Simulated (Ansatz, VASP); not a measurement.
# One calculation of TiO2, two programs

```
Ti O
1.0
     4.59400    0.00000    0.00000
     0.00000    4.59400    0.00000
     0.00000    0.00000    2.98859
Ti O
2 4
Direct
  0.00000 0.00000 0.00000
  0.50000 0.50000 0.50000
  0.30600 0.30600 0.00000
  0.19400 0.80600 0.50000
  0.69400 0.69400 0.00000
  0.80600 0.19400 0.50000
```

Change from the starting cell: zz strain of +1 %, crystal datasets.

Alike in both runs: task electric field gradients; functional PBE; k mesh 7 × 7 × 10; occupations fermi-dirac, width 0.05 eV; no spin polarisation.

```csv
,VASP,Ansatz
version,VASP 6.6.1,Ansatz 0.2.0
potentials or method,"VASP PAW PBE potentials, release 64 (Ti_sv, O), cutoff 520 eV","all-electron PAW with datasets made for the crystal, scalar-relativistic"
```

|  | VASP | Ansatz | Ansatz less VASP |
| --- | --- | --- | --- |
| gap on the k mesh at the Fermi level (eV) | 1.86 | 1.88 | +0.020 |
| pressure (GPa) | 3.2 | 2.5 | -0.67 |
| traceless stress, the component that is largest in VASP (GPa) | -2.49 | -2.72 | -0.229 |
| rms of the force components (eV/Å) | 0.095 | 0.083 | -0.0119 |
| size of Vzz on the site where it differs most (V/Å²) | 21.8 | 22.3 | +0.48 |

Atom by atom the forces differ by 0.012 eV/Å (rms over components). One of these differences is far larger than is usual between the two programs; its cause wasn't traced. Ansatz ran all-electron here, and VASP with PAW potentials.
